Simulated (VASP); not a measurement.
# AgI (P6_3mc) in VASP: single point with HSE06

Aim: the single point of AgI with HSE06.

All numbers are computed with VASP 6.6.1; they aren't measurements. Logs are shortened: lines on timing, memory, paths and dates and some standing lists are left out, and cuts for length are marked.

### Step 1. The cell of the first run

Symmetry: P6_3mc, No. 186, hexagonal system. Conventional cell: a = 4.651 Å, b = 4.651 Å, c = 7.599 Å, α = 90.00°, β = 90.00°, γ = 120.00°. Within 3.8 Å of Ag (site symmetry 3m) lie 4 I at 2.85 Å. I (site symmetry 3m) has 4 Ag at 2.85 Å within 3.8 Å.

### Step 2. Single point, HSE06

File POSCAR:

```
AgI
1.0
    4.6508441734      0.0000000000      0.0000000000
   -2.3254220867      4.0277492032      0.0000000000
    0.0000000000      0.0000000000      7.5992557289
Ag I
2 2
Direct
    0.3333333333      0.6666666667      0.0000049601
    0.6666666667      0.3333333333      0.5000049601
    0.3333333333      0.6666666667      0.3749950399
    0.6666666667      0.3333333333      0.8749950399
```

File INCAR.step1:

```
SYSTEM = AgI
  PREC = Accurate
  ENCUT = 400
  EDIFF = 1E-5
  ISMEAR = 0
  SIGMA = 0.01
  LREAL = .False.
  LASPH = .True.
  NELM = 120
  ALGO = Normal
  ISIF = 2
  LWAVE = .True.
  LCHARG = .False.
  GGA = PE
  NBANDS = 26
  GGA_COMPAT = .False.
  KPAR = 4
```

File INCAR.step2:

```
SYSTEM = AgI
  PREC = Accurate
  ENCUT = 400
  EDIFF = 1E-6
  ISMEAR = 0
  SIGMA = 0.01
  LREAL = .False.
  LASPH = .True.
  NELM = 120
  ALGO = Normal
  ISIF = 2
  LWAVE = .False.
  LCHARG = .False.
  GGA = PE
  LHFCALC = .True.
  HFSCREEN = 0.2079
  PRECFOCK = Normal
  ISTART = 1
  NBANDS = 26
  GGA_COMPAT = .False.
  KPAR = 4
```

File KPOINTS:

```
Automatic mesh
0
Gamma
  6 6 2
  0 0 0
```

Potentials or basis: VASP PAW PBE potentials, release 64 (Ag, I).

Started as:

```console
$ cat potpaw_PBE.64/Ag/POTCAR potpaw_PBE.64/I/POTCAR > POTCAR
$ cp INCAR.step1 INCAR
$ mpirun -np 4 vasp_std > vasp.out
$ cp INCAR.step2 INCAR
$ mpirun -np 4 vasp_std > vasp.out
```

OUTCAR:

```text
SYSTEM = AgI
   PREC = Accurate
   ENCUT = 400
   EDIFF = 1E-6
   ISMEAR = 0
   LREAL = .False.
   LASPH = .True.
   NELM = 120
   ISIF = 2
   GGA = PE
   LHFCALC = .True.
   HFSCREEN = 0.2079
   PRECFOCK = Normal
   ISTART = 1

 ion  position               nearest neighbor table
   1  0.333  0.667  0.000-   4 2.85   4 2.85   4 2.85   3 2.85
   2  0.667  0.333  0.500-   3 2.85   3 2.85   3 2.85   4 2.85
   3  0.333  0.667  0.375-   2 2.85   2 2.85   2 2.85   1 2.85
   4  0.667  0.333  0.875-   1 2.85   1 2.85   1 2.85   2 2.85

  LATTYP: Found a hexagonal cell.
 ALAT       =     4.6508441734
 C/A-ratio  =     1.6339519119

  Lattice vectors:

 A1 = (   4.6508441734,   0.0000000000,   0.0000000000)
 A2 = (  -2.3254220867,   4.0277492032,   0.0000000000)
 A3 = (   0.0000000000,   0.0000000000,   7.5992557289)

Analysis of symmetry for initial positions (statically):
=====================================================================
 Subroutine PRICEL returns:
 Original cell was already a primitive cell.

 Routine SETGRP: Setting up the symmetry group for a
 hexagonal supercell.

 Subroutine GETGRP returns: Found 12 space group operations
 (whereof  6 operations were pure point group operations)
 out of a pool of 24 trial point group operations.

The static configuration has the point symmetry C_3v.
 The point group associated with its full space group is C_6v.

Analysis of symmetry for dynamics (positions and initial velocities):
=====================================================================
 Subroutine PRICEL returns:
 Original cell was already a primitive cell.

 Routine SETGRP: Setting up the symmetry group for a
 hexagonal supercell.

 Subroutine GETGRP returns: Found 12 space group operations
 (whereof  6 operations were pure point group operations)
 out of a pool of 24 trial point group operations.

The dynamic configuration has the point symmetry C_3v.
 The point group associated with its full space group is C_6v.

 Subroutine INISYM returns: Found 12 space group operations
 (whereof  6 operations are pure point group operations),
 and found     1 'primitive' translations

----------------------------------------------------------------------------------------

                                     Primitive cell

  volume of cell :     142.3526

  direct lattice vectors                    reciprocal lattice vectors
     4.650844173  0.000000000  0.000000000     0.215014729  0.124138812  0.000000000
    -2.325422087  4.027749203  0.000000000     0.000000000  0.248277623  0.000000000
     0.000000000  0.000000000  7.599255729     0.000000000  0.000000000  0.131591834

  length of vectors
     4.650844173  4.650844173  7.599255729     0.248277623  0.248277623  0.131591834

  position of ions in fractional coordinates (direct lattice)
     0.333333333  0.666666667  0.000004960
     0.666666667  0.333333333  0.500004960
     0.333333333  0.666666667  0.374995040
     0.666666667  0.333333333  0.874995040

  ion indices of the primitive-cell ions
   primitive index   ion index
                 1           1
                 2           2
                 3           3
                 4           4

----------------------------------------------------------------------------------------

 KPOINTS: Automatic mesh

Automatic generation of k-mesh.
 Grid dimensions read from file:
 generate k-points for:    6    6    2

 Generating k-lattice:

  Cartesian coordinates                     Fractional coordinates (reciprocal lattice)
     0.035835788  0.020689802  0.000000000     0.166666667  0.000000000  0.000000000
     0.000000000  0.041379604  0.000000000     0.000000000  0.166666667  0.000000000
     0.000000000  0.000000000  0.065795917     0.000000000  0.000000000  0.500000000

  Length of vectors
     0.041379604  0.041379604  0.065795917

  Shift w.r.t. Gamma in fractional coordinates (k-lattice)
     0.000000000  0.000000000  0.000000000

 Subroutine IBZKPT returns following result:
 ===========================================

 Found     14 irreducible k-points:

 Following reciprocal coordinates:
            Coordinates               Weight
  0.000000  0.000000  0.000000      1.000000
  0.166667  0.000000  0.000000      6.000000
  0.333333  0.000000  0.000000      6.000000
  0.500000 -0.000000  0.000000      3.000000
  0.166667  0.166667  0.000000      6.000000
  0.333333  0.166667  0.000000     12.000000
  0.333333  0.333333  0.000000      2.000000
  0.000000  0.000000  0.500000      1.000000
  0.166667  0.000000  0.500000      6.000000
  0.333333  0.000000  0.500000      6.000000
  0.500000 -0.000000  0.500000      3.000000
  0.166667  0.166667  0.500000      6.000000
  0.333333  0.166667  0.500000     12.000000
  0.333333  0.333333  0.500000      2.000000
   k-points           NKPTS =     14   k-points in BZ     NKDIM =     72   number of bands    NBANDS=     26
   number of dos      NEDOS =    301   number of ions     NIONS =      4
   total plane-waves  NPLWV =  45000
   dimension x,y,z NGX =    30 NGY =   30 NGZ =   50
   dimension x,y,z NGXF=    60 NGYF=   60 NGZF=  100
   ions per type =               2   2
   NGX,Y,Z   is equivalent  to a cutoff of  10.72, 10.72, 10.94 a.u.
   NGXF,Y,Z  is equivalent  to a cutoff of  21.45, 21.45, 21.88 a.u.
 SYSTEM =  AgI
   PREC   = accura    normal or accurate (medium, high low for compatibility)
   ISTART =      1    job   : 0-new  1-cont  2-samecut
   ICHARG =      0    charge: 1-file 2-atom 10-const
   ISPIN  =      1    spin polarized calculation?
   LNONCOLLINEAR =      F non collinear calculations
   LSORBIT =      F    spin-orbit coupling
   LASPH  =      T    aspherical Exc in radial PAW
   ENCUT  =  400.0 eV  29.40 Ry    5.42 a.u.   7.58  7.58 12.39*2*pi/ulx,y,z
   NELM   =    120;   NELMIN=  2; NELMDL=  0     # of ELM steps
   EDIFF  = 0.1E-05   stopping-criterion for ELM
   LREAL  =      F    real-space projection
   EDIFFG = 0.1E-04   stopping-criterion for IOM
   NSW    =      0    number of steps for IOM
   IBRION =     -1    ionic relax: 0-MD 1-quasi-New 2-CG
   NFREE  =      0    steps in history (QN), initial steepest desc. (CG)
   ISIF   =      2    stress and relaxation
   ISYM   =      3    0-nonsym 1-usesym 2-fastsym
   POTIM  = 0.5000    time-step for ionic-motion
   TEBEG  =    0.0;   TEEND  =   0.0 temperature during run
   PSTRESS=    0.0 pullay stress
   NELECT =      36.0000    total number of electrons
   NUPDOWN=      -1.0000    fix difference up-down
   EMIN   =  10.00;   EMAX   =-10.00  energy-range for DOS
   EFERMI =   0.00;   METHOD = LEGACY
   ISMEAR =     0;   SIGMA  =   0.01  broadening in eV -4-tet -1-fermi 0-gaus
   EFERMI_NEDOS =   21; number of points for ismear=-14 and -15
   IALGO  =     38    algorithm
   IMIX   =      1    mixing-type and parameters
     AMIX     =   0.40;   BMIX     =  1.00
     AMIX_MAG =   1.60;   BMIX_MAG =  1.00
  volume/ion in A,a.u.               =      35.59       240.16
  Fermi-wavevector in a.u.,A,eV,Ry     =   1.035271  1.956378 14.582525  1.071785
  Thomas-Fermi vector in A             =   2.169606
   LORBIT       =      0    0 simple, 1 ext, 2 COOP (PROOUT), +10 PAW based schemes
   GGA     = PE    functional components
   LHFCALC =     T    Hartree Fock is set to
   PRECFOCK=normal    Normal, Fast or Accurate (Low or Medium for compatibility)
   ENCUT4O =  -1.0   cutoff for four orbital integrals eV
   NKREDX  =     1    reduce k-point grid by
   NKREDY  =     1    reduce k-point grid by
   NKREDZ  =     1    reduce k-point grid by
   AEXX    =    0.2500 exact exchange contribution
   HFSCREEN=    0.2079 screening length (either q_TF or 0.3 A-1)
   HFSCREENC=   0.2079 screening length for correlation (either q_TF or 0.3 A-1)
   ENCUTFOCK=  -1.0 apply spherical cutoff to Coloumb kernel
   IVDW    =     0    specifies the selected vdW correction
   LEPSILON=     F    determine dielectric tensor
   LRPA    =     F    only Hartree local field effects (RPA)
 non-spin polarized calculation
 Gauss-broadening in eV      SIGMA  =   0.01
  energy-cutoff  :      400.00
  volume of cell :      142.35
 maximum number of plane-waves:      2610
  NGX = 24; NGY = 24; NGZ = 40

 number of electron      35.9999976 magnetization

 Free energy of the ion-electron system (eV)
  ---------------------------------------------------
  ext. energy  EPLUGINS =         0.00000000
  ---------------------------------------------------
  free energy    TOTEN  =       -11.46833795 eV

  energy without entropy =      -11.46833795  energy(sigma->0) =      -11.46833795

 E-fermi :   2.0361     XC(G=0):  -6.8766

 val. band max:        1.9606653295   @ k =   0.0000   0.0000   0.0000
 cond. band min:       4.4670693119   @ k =   0.0000   0.0000   0.0000
 fundamental gap:      2.5064039824
 Fermi energy:         2.0360978728

 k-point     1 :       0.0000    0.0000    0.0000
  band No.  band energies     occupation
      1     -11.5205      2.00000
      2     -11.2251      2.00000
      3      -2.6041      2.00000
      4      -2.6017      2.00000
      5      -2.6017      2.00000
      6      -2.4542      2.00000
[... 18 lines left out ...]
     25       9.8635      0.00000
     26      10.4192      0.00000

 k-point     2 :       0.1667    0.0000    0.0000
  band No.  band energies     occupation
      1     -11.4571      2.00000
      2     -11.1944      2.00000
      3      -2.6056      2.00000
      4      -2.5577      2.00000
      5      -2.5558      2.00000
      6      -2.4267      2.00000
[... 18 lines left out ...]
     25       9.9907      0.00000
     26      10.4031      0.00000

 k-point     3 :       0.3333    0.0000    0.0000
  band No.  band energies     occupation
      1     -11.3158      2.00000
      2     -11.1420      2.00000
      3      -2.5912      2.00000
      4      -2.4703      2.00000
      5      -2.4599      2.00000
      6      -2.2745      2.00000
[... 282 lines left out ...]
 k-point    13 :       0.3333    0.1667    0.5000
  band No.  band energies     occupation
      1     -11.1777      2.00000
      2     -11.1777      2.00000
      3      -2.5025      2.00000
      4      -2.5025      2.00000
      5      -2.3134      2.00000
      6      -2.3134      2.00000
[... 18 lines left out ...]
     25      10.6685      0.00000
     26      10.6685      0.00000

 k-point    14 :       0.3333    0.3333    0.5000
  band No.  band energies     occupation
      1     -11.1523      2.00000
      2     -11.1523      2.00000
      3      -2.4014      2.00000
      4      -2.4014      2.00000
      5      -2.3621      2.00000
      6      -2.3621      2.00000
[... 18 lines left out ...]
     25      11.2870      0.00000
     26      11.2870      0.00000

------------------------ aborting loop because EDIFF is reached ----------------------------------------

  FORCE on cell =-STRESS in cart. coord.  units (eV):
  Direction    XX          YY          ZZ          XY          YZ          ZX
  --------------------------------------------------------------------------------------
  -------------------------------------------------------------------------------------
  Total        0.2586510      0.2586510      0.2567535      0.0000000      0.0000000      0.0000000
  in kB        2.9111157      2.9111157      2.8897599      0.0000000      0.0000000      0.0000000
  external PRESSURE =       2.9039971 kB  Pullay stress =       0.0000000 kB

 VOLUME and BASIS-vectors are now :
 -----------------------------------------------------------------------------
  energy-cutoff  :      400.00
  volume of cell :      142.35
      direct lattice vectors                 reciprocal lattice vectors
     4.650844173  0.000000000  0.000000000     0.215014729  0.124138812  0.000000000
    -2.325422087  4.027749203  0.000000000     0.000000000  0.248277623  0.000000000
     0.000000000  0.000000000  7.599255729     0.000000000  0.000000000  0.131591834

 POSITION                                       TOTAL-FORCE (eV/Angst)
 -----------------------------------------------------------------------------------
     -0.00000      2.68517      0.00004         0.000000      0.000000     -0.001026
      2.32542      1.34258      3.79967        -0.000000     -0.000000     -0.001026
     -0.00000      2.68517      2.84968         0.000000      0.000000      0.001026
      2.32542      1.34258      6.64931        -0.000000      0.000000      0.001026
 -----------------------------------------------------------------------------------
    total drift:                               -0.000000     -0.000003      0.000546

  FREE ENERGIE OF THE ION-ELECTRON SYSTEM (eV)
  ---------------------------------------------------
  free  energy   TOTEN  =       -11.4683379536 eV

  energy  without entropy=      -11.4683379536  energy(sigma->0) =      -11.46833795
```

Wall time 10 min (4 MPI ranks of AMD EPYC 9R45 (Zen 5), shared host); peak memory 0.33 GiB.

What came out:

```
Free energy            : -11.4683 eV
Pressure               : 0.3 GPa
Band gap on the k mesh : 2.51 eV
```

Caveat: the PAW data sets were made with another functional, which shifts forces and pressure a little; spin-orbit coupling is left out, which moves the levels of the heavy elements.
